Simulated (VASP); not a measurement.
# Cu (I4/mmm) in VASP: notebook

Cu is run at these levels: r2SCAN; tasks: single point.

Program: VASP 6.6.1. These are calculated values, not measurements. Logs are shortened: lines on timing, memory, paths and dates and some standing lists are left out, and cuts for length are marked.

## Step 1: The cell of the first run

The structure is tetragonal, space group I4/mmm (No. 139). The conventional cell has a = 2.895 Å, b = 2.895 Å, c = 2.739 Å, α = 90.00°, β = 90.00°, γ = 90.00°. Cu (site symmetry 4/mmm) has 14 Cu at 2.46 to 2.90 Å within 3.3 Å.

## Step 2: Single point, r2SCAN

File POSCAR:

```
Cu
1.0
    0.0000000000      2.8953822153     -2.7386280485
   -2.8953822153      0.0000000000      2.7386280485
    2.8953822153      0.0000000000      2.7386280485
Cu
4
Direct
    0.0000000000      0.0000000000      0.0000000000
    0.5000000000      0.7500000000      0.2500000000
    0.0000000000      0.5000000000      0.5000000000
    0.5000000000      0.2500000000      0.7500000000
```

File INCAR.step1:

```
PREC = Accurate
ENCUT = 520
ISMEAR = 0
SIGMA = 0.15
LREAL = F
LASPH = T
NELM = 80
NBANDS = 30
GGA = PE
ALGO = Normal
EDIFF = 1E-4
LWAVE = T
LCHARG = F
```

File INCAR.step2:

```
PREC = Accurate
ENCUT = 520
EDIFF = 1E-6
ISMEAR = 0
SIGMA = 0.15
LREAL = F
LASPH = T
NELM = 80
ALGO = Normal
ISIF = 2
LWAVE = F
LCHARG = F
METAGGA = R2SCAN
LMIXTAU = T
NBANDS = 30
ISTART = 1
```

File KPOINTS:

```
Automatic mesh
0
Gamma
  12 12 12
```

Potentials or basis: VASP PAW PBE potentials, release 64 (Cu).

Started as:

```sh
cat potpaw_PBE.64/Cu/POTCAR > POTCAR
cp INCAR.step1 INCAR
mpirun -np 1 vasp_std > vasp.out
cp INCAR.step2 INCAR
mpirun -np 1 vasp_std > vasp.out
```

OUTCAR:

```text
PREC = Accurate
   ENCUT = 520
   EDIFF = 1E-6
   ISMEAR = 0
   LREAL = F
   LASPH = T
   NELM = 80
   ISIF = 2
   METAGGA = R2SCAN
   ISTART = 1

 ion  position               nearest neighbor table
   1  0.000  0.000  0.000-   2 2.46   4 2.46   2 2.46   4 2.46   2 2.46   4 2.46   2 2.46   4 2.46
                             3 2.74   3 2.74
   2  0.500  0.750  0.250-   3 2.46   1 2.46   1 2.46   3 2.46   1 2.46   3 2.46   3 2.46   1 2.46
                             4 2.74   4 2.74
   3  0.000  0.500  0.500-   4 2.46   2 2.46   2 2.46   4 2.46   2 2.46   4 2.46   4 2.46   2 2.46
                             1 2.74   1 2.74
   4  0.500  0.250  0.750-   1 2.46   3 2.46   1 2.46   3 2.46   1 2.46   3 2.46   1 2.46   3 2.46
                             2 2.74   2 2.74
[... 7 lines left out ...]
 A1 = (   2.8953822153,   0.0000000000,  -2.7386280485)
 A2 = (  -2.8953822153,   0.0000000000,  -2.7386280485)
 A3 = (   0.0000000000,   2.8953822153,   2.7386280485)

Analysis of symmetry for initial positions (statically):
=====================================================================
 Subroutine PRICEL returns following result:

  LATTYP: Found a body centered tetragonal cell.
 ALAT       =     2.8953822153
 C/A-ratio  =     0.9458606308

  Lattice vectors:

 A1 = (   1.4476911077,   1.4476911077,  -1.3693140243)
 A2 = (  -1.4476911077,  -1.4476911077,  -1.3693140242)
 A3 = (  -1.4476911077,   1.4476911077,   1.3693140242)

   4 primitive cells build up your supercell.

 Routine SETGRP: Setting up the symmetry group for a
 body centered tetragonal supercell.

 Subroutine GETGRP returns: Found 16 space group operations
 (whereof 16 operations were pure point group operations)
 out of a pool of 16 trial point group operations.

The static configuration has the point symmetry D_4h.

Analysis of symmetry for dynamics (positions and initial velocities):
=====================================================================
 Subroutine PRICEL returns following result:

  LATTYP: Found a body centered tetragonal cell.
 ALAT       =     2.8953822153
 C/A-ratio  =     0.9458606308

  Lattice vectors:

 A1 = (   1.4476911077,   1.4476911077,  -1.3693140243)
 A2 = (  -1.4476911077,  -1.4476911077,  -1.3693140242)
 A3 = (  -1.4476911077,   1.4476911077,   1.3693140242)

   4 primitive cells build up your supercell.

 Routine SETGRP: Setting up the symmetry group for a
 body centered tetragonal supercell.

 Subroutine GETGRP returns: Found 16 space group operations
[... 89 lines left out ...]
   NGX,Y,Z   is equivalent  to a cutoff of  12.51, 12.51, 12.51 a.u.
   NGXF,Y,Z  is equivalent  to a cutoff of  25.03, 25.03, 25.03 a.u.
 SYSTEM =  unknown system
   PREC   = accura    normal or accurate (medium, high low for compatibility)
   ISTART =      1    job   : 0-new  1-cont  2-samecut
   ICHARG =      0    charge: 1-file 2-atom 10-const
   ISPIN  =      1    spin polarized calculation?
   LNONCOLLINEAR =      F non collinear calculations
   LSORBIT =      F    spin-orbit coupling
   LASPH  =      T    aspherical Exc in radial PAW
   ENCUT  =  520.0 eV  38.22 Ry    6.18 a.u.   7.41  7.41  7.41*2*pi/ulx,y,z
   NELM   =     80;   NELMIN=  2; NELMDL=  0     # of ELM steps
   EDIFF  = 0.1E-05   stopping-criterion for ELM
   LREAL  =      F    real-space projection
[... 7 lines left out ...]
   TEBEG  =    0.0;   TEEND  =   0.0 temperature during run
   PSTRESS=    0.0 pullay stress
   NELECT =      44.0000    total number of electrons
   NUPDOWN=      -1.0000    fix difference up-down
   EMIN   =  10.00;   EMAX   =-10.00  energy-range for DOS
   EFERMI =   0.00;   METHOD = LEGACY
   ISMEAR =     0;   SIGMA  =   0.15  broadening in eV -4-tet -1-fermi 0-gaus
   EFERMI_NEDOS =   21; number of points for ismear=-14 and -15
   IALGO  =     38    algorithm
   IMIX   =      4    mixing-type and parameters
     AMIX     =   0.40;   BMIX     =  1.00
     AMIX_MAG =   1.60;   BMIX_MAG =  1.00
  volume/ion in A,a.u.               =      11.48        77.47
  Fermi-wavevector in a.u.,A,eV,Ry     =   1.613990  3.049998 35.442672  2.604963
  Thomas-Fermi vector in A             =   2.708971
   LORBIT       =      0    0 simple, 1 ext, 2 COOP (PROOUT), +10 PAW based schemes
   METAGGA = R2SCAN    functional components
   LHFCALC =     F    Hartree Fock is set to
   AEXX    =    0.0000 exact exchange contribution
   IVDW    =     0    specifies the selected vdW correction
   LEPSILON=     F    determine dielectric tensor
   LRPA    =     F    only Hartree local field effects (RPA)
 non-spin polarized calculation
 Gauss-broadening in eV      SIGMA  =   0.15
  energy-cutoff  :      520.00
  volume of cell :       45.92
 maximum number of plane-waves:      1255
 NGX is ok and might be reduce to    30
   NGX = 15   NGY = 15   NGZ = 15

 number of electron      44.0000044 magnetization

 Free energy of the ion-electron system (eV)
  ---------------------------------------------------
  ext. energy  EPLUGINS =         0.00000000
  ---------------------------------------------------
  free energy    TOTEN  =       -43.17272965 eV

  energy without entropy =      -43.15914179  energy(sigma->0) =      -43.16593572

 E-fermi :   7.7512     XC(G=0): -13.9404

 val. band max:        7.7495532817   @ k =   0.5000  -0.2500   0.1667
 cond. band min:       7.7553934281   @ k =  -0.4167   0.4167   0.3333
 fundamental gap:      0.0058401464
 Fermi energy:         7.7511850779

 k-point     1 :       0.0000    0.0000    0.0000
  band No.  band energies     occupation
      1      -2.1392      2.00000
      2       2.7374      2.00000
      3       2.7979      2.00000
      4       3.6797      2.00000
      5       3.6797      2.00000
      6       3.6798      2.00000
[... 781 lines left out ...]
     29      19.9209      0.00000
     30      22.0850      0.00000

 [... further k-points ...]
[... 5 lines left out ...]
  --------------------------------------------------------------------------------------
  -------------------------------------------------------------------------------------
  Total        0.1497048      0.1497048      0.2188892      0.0000000      0.0000000      0.0000000
  in kB        5.2236182      5.2236182      7.6376564      0.0000000      0.0000000      0.0000000
  external PRESSURE =       6.0282976 kB  Pullay stress =       0.0000000 kB

 VOLUME and BASIS-vectors are now :
 -----------------------------------------------------------------------------
  energy-cutoff  :      520.00
  volume of cell :       45.92
      direct lattice vectors                 reciprocal lattice vectors
     0.000000000  2.895382215 -2.738628048     0.000000000  0.345377545  0.000000000
    -2.895382215  0.000000000  2.738628048    -0.172688772  0.172688772  0.182573168
     2.895382215  0.000000000  2.738628048     0.172688772  0.172688772  0.182573168

 POSITION                                       TOTAL-FORCE (eV/Angst)
 -----------------------------------------------------------------------------------
      0.00000      0.00000      0.00000        -0.000000     -0.000000     -0.000000
     -1.44769      1.44769      1.36931         0.000000     -0.000000      0.000000
      0.00000      0.00000      2.73863        -0.000000      0.000000     -0.000000
      1.44769      1.44769      1.36931        -0.000000     -0.000000      0.000000
 -----------------------------------------------------------------------------------
    total drift:                               -0.000000      0.000000      0.000000

  FREE ENERGIE OF THE ION-ELECTRON SYSTEM (eV)
  ---------------------------------------------------
  free  energy   TOTEN  =       -43.1727296480 eV

  energy  without entropy=      -43.1591417886  energy(sigma->0) =      -43.16593572
```

OUTCAR.step1:

```text
PREC = Accurate
   ENCUT = 520
   ISMEAR = 0
   LREAL = F
[... 1042 lines left out ...]
      0.00000      0.00000      0.00000         0.000000      0.000000     -0.000000
     -1.44769      1.44769      1.36931         0.000000      0.000000      0.000000
      0.00000      0.00000      2.73863        -0.000000     -0.000000     -0.000000
      1.44769      1.44769      1.36931        -0.000000     -0.000000     -0.000000
 -----------------------------------------------------------------------------------
    total drift:                               -0.000000      0.000000      0.000000

  FREE ENERGIE OF THE ION-ELECTRON SYSTEM (eV)
  ---------------------------------------------------
  free  energy   TOTEN  =       -14.7262594063 eV

  energy  without entropy=      -14.7121399340  energy(sigma->0) =      -14.71919967
```

OSZICAR.step1:

```text
N       E                     dE             d eps       ncg     rms          rms(c)
DAV:   1     0.336616620344E+03    0.33662E+03   -0.19898E+04 10452   0.267E+03
DAV:   2     0.128328481387E+02   -0.32378E+03   -0.31186E+03  9780   0.396E+02
DAV:   3    -0.175800336932E+02   -0.30413E+02   -0.29084E+02 10702   0.168E+02
DAV:   4    -0.183512959940E+02   -0.77126E+00   -0.76975E+00 11178   0.360E+01
DAV:   5    -0.183615144062E+02   -0.10218E-01   -0.10218E-01 12596   0.408E+00    0.152E+01
DAV:   6    -0.160015308710E+02    0.23600E+01   -0.28801E+01 10914   0.113E+02    0.723E+00
DAV:   7    -0.147747153948E+02    0.12268E+01   -0.53564E+00 11106   0.470E+01    0.114E+00
DAV:   8    -0.147340052048E+02    0.40710E-01   -0.62210E-02 11830   0.266E+00    0.647E-01
DAV:   9    -0.147261582069E+02    0.78470E-02   -0.14727E-02 11364   0.251E+00    0.494E-02
DAV:  10    -0.147262587098E+02   -0.10050E-03   -0.92676E-04 11428   0.370E-01    0.106E-02
DAV:  11    -0.147262594063E+02   -0.69641E-06   -0.20006E-05  5946   0.532E-02
   1 F= -.14726259E+02 E0= -.14719200E+02  d E =-.141195E-01
```

It took 13 min on 1 thread of Intel Xeon 6975P-C, shared host; peak memory 0.29 GiB.

What came out:

- Free energy: -43.1727 eV
- Pressure: 0.6 GPa
- Band gap on the k mesh: zero (band 22 reaches 14.35 eV, above the bottom of band 23 at 6.33 eV)

Stress tensor (GPa, compression positive):
```
0.52 0.00 0.00
0.00 0.52 0.00
0.00 0.00 0.76
```

Caveat: the PAW data sets were made with another functional, which shifts forces and pressure a little.

## Step 3: Single point, r2SCAN (volume scaled by 0.94, then relaxed in part)

File POSCAR:

```
Cu
1.0
   -1.4139077627      1.4139077627      1.3493995629
    1.4139077627     -1.4139077627      1.3493995629
    1.4139077627      1.4139077627     -1.3493995629
Cu
1
Direct
    0.0000000000      0.0000000000      0.0000000000
```

File INCAR.step1:

```
SYSTEM = Cu
PREC = Accurate
ENCUT = 520
ISMEAR = 0
SIGMA = 0.1
LREAL = .FALSE.
LASPH = .TRUE.
NELM = 80
NBANDS = 12
GGA = PE
ALGO = Normal
EDIFF = 1E-4
LWAVE = .TRUE.
LCHARG = .FALSE.
```

File INCAR.step2:

```
SYSTEM = Cu
PREC = Accurate
ENCUT = 520
EDIFF = 1E-7
ISMEAR = 0
SIGMA = 0.1
LREAL = .FALSE.
LASPH = .TRUE.
NELM = 80
ALGO = Normal
ISIF = 2
LWAVE = .FALSE.
LCHARG = .FALSE.
METAGGA = R2SCAN
LMIXTAU = .TRUE.
NBANDS = 12
ISTART = 1
```

File KPOINTS:

```
Automatic mesh
0
G
  20 20 20
  0 0 0
```

Potentials or basis: VASP PAW PBE potentials, release 64 (Cu).

Started as:

```sh
cat potpaw_PBE.64/Cu/POTCAR > POTCAR
cp INCAR.step1 INCAR
mpirun -np 1 vasp_std > vasp.out
cp INCAR.step2 INCAR
mpirun -np 1 vasp_std > vasp.out
```

Run time: 2.7 min. Hardware: 1 thread of Intel Xeon Platinum 8488C (Sapphire Rapids), shared host; peak memory 0.19 GiB.

Results (log left out):

| Item | Value |
| --- | --- |
| Free energy | -10.7624 eV |
| Pressure | 12.3 GPa |

Stress tensor (GPa, compression positive):
```
12.35  0.00  0.00
 0.00 12.35  0.00
 0.00  0.00 12.27
```

Levels at points of the mesh, in eV from the Fermi level:
| k point | band 3 | band 4 | band 5 | band 6 | band 7 | band 8 | band 9 | band 10 |
| --- | --- | --- | --- | --- | --- | --- | --- | --- |
| (0.00, 0.00, 0.00) | -3.47 | -3.46 | -2.51 | -2.29 | 26.45 | 26.45 | 27.77 | 31.12 |
| (0.50, 0.00, 0.00) | -2.41 | -2.16 | -1.51 | -0.73 | 5.29 | 18.62 | 19.18 | 22.90 |
| (0.50, 0.50, 0.00) | -2.58 | -2.32 | -1.54 | -1.13 | 4.74 | 19.89 | 20.72 | 24.16 |
| (0.50, 0.50, 0.50) | -1.73 | -1.73 | -1.67 | 8.44 | 8.44 | 10.43 | 14.17 | 14.96 |

Caveat: the PAW data sets were made with another functional, which shifts forces and pressure a little.
